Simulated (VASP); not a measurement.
Set up this calculation in VASP 6.6.1, as the native input.

```
Task                   : single point
Functional             : PBEsol
Potentials or basis    : VASP PAW PBE potentials, release 64 (B, N)
Cutoff                 : 600 eV
k mesh                 : 16 × 16 × 16
Occupations            : gaussian, width 0.05 eV
Spin                   : no spin polarisation
Dipole correction      : no
Further INCAR settings : ALGO = Normal; EDIFF = 1e-06; NBANDS = 11
```

The structure of BN lies in POSCAR:

```
BN
1.0
    0.0000000000      1.8027128429      1.8027128429
    1.8027128429      0.0000000000      1.8027128429
    1.8027128429      1.8027128429      0.0000000000
B N
1 1
Direct
    0.0000000000      0.0000000000      0.0000000000
    0.7500000000      0.7500000000      0.7500000000
```

One way to write it, as run:

INCAR

```
ALGO = Normal
EDIFF = 1E-6
ENCUT = 600
GGA = PS
GGA_COMPAT = F
ISIF = 2
ISMEAR = 0
LASPH = T
LCHARG = T
LELF = T
LREAL = F
LVHAR = T
LWAVE = F
NBANDS = 11
NELM = 120
PREC = Accurate
SIGMA = 0.05
```

KPOINTS

```
k-points
0
Gamma
  16 16 16
```

Potentials or basis: VASP PAW PBE potentials, release 64 (B, N).

Command:

```console
$ cat potpaw_PBE.64/B/POTCAR potpaw_PBE.64/N/POTCAR > POTCAR
$ mpirun -np 1 vasp_std > vasp.out
```

Results of the run:

| Quantity | Value |
| --- | --- |
| Pressure | 0.4 GPa |
| Band gap on the k mesh | 4.28 eV, indirect (least direct gap 8.80 eV) |

Caveat: the PAW data sets were made with another functional, which shifts forces and pressure a little.

It took 12 s on 1 thread of Intel(R) Xeon(R) Platinum 8488C (Sapphire Rapids), on a shared host, peak memory 0.13 GiB.
